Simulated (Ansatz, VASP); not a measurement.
**Ti: VASP beside Ansatz**

The input INCAR:

```
SYSTEM = Ti
  PREC = Accurate
  ENCUT = 520
  EDIFF = 1E-7
  ISMEAR = -1
  SIGMA = 0.05
  LREAL = .FALSE.
  LASPH = .TRUE.
  NELM = 100
  ALGO = Normal
  ISIF = 2
  LWAVE = .FALSE.
  LCHARG = .FALSE.
  GGA = PE
  NBANDS = 19
```

File KPOINTS:

```
regular mesh
0
G
  13 13 7
  0 0 0
```

The input POSCAR:

```
Ti
1.0
    1.4699736196     -2.5460689949      0.0000000000
    1.4699736196      2.5460689950      0.0000000000
    0.0000000000      0.0000000000      4.6478695193
Ti
2
Direct
    0.6666666670      0.3333333330      0.2500000000
    0.3333333330      0.6666666670      0.7500000000
```

Input for Ansatz:

```yaml
crystal:
  lattice:
    - [1.4699736196, -2.5460689949, 0.0]
    - [1.4699736196, 2.546068995, 0.0]
    - [0.0, 0.0, 4.6478695193]
  atoms:
    - { symbol: Ti, position: [0.666666667, 0.333333333, 0.25] }
    - { symbol: Ti, position: [0.333333333, 0.666666667, 0.75] }
kpoints:
  mp_grid: { grid: [13, 13, 7] }
scf:
  occupations: { method: fermi_dirac, width: 0.05 }
hamiltonian:
  xc: pbe
  pseudopotentials: { kind: all_electron, lapw: { basis_error: 0.001 } }
output:
  forces: true
  stress: true
  eigenvalues: true
```

Alike in both runs: task single point; functional PBE; k mesh 13 × 13 × 7; occupations fermi-dirac, width 0.05 eV; no spin polarisation.

|  | VASP | Ansatz |
| --- | --- | --- |
| version | VASP 6.6.1 | Ansatz 0.2.0 |
| potentials or method | VASP PAW PBE potentials, release 64 (Ti_sv), cutoff 520 eV | all-electron LAPW, scalar-relativistic |

```csv
,VASP,Ansatz,Ansatz less VASP
pressure (GPa),-0.3,0.0,+0.27
"traceless stress, the component that is largest in VASP (GPa)",0.12,0.12,+0.004
```

Ansatz ran all-electron here, and VASP with PAW potentials.
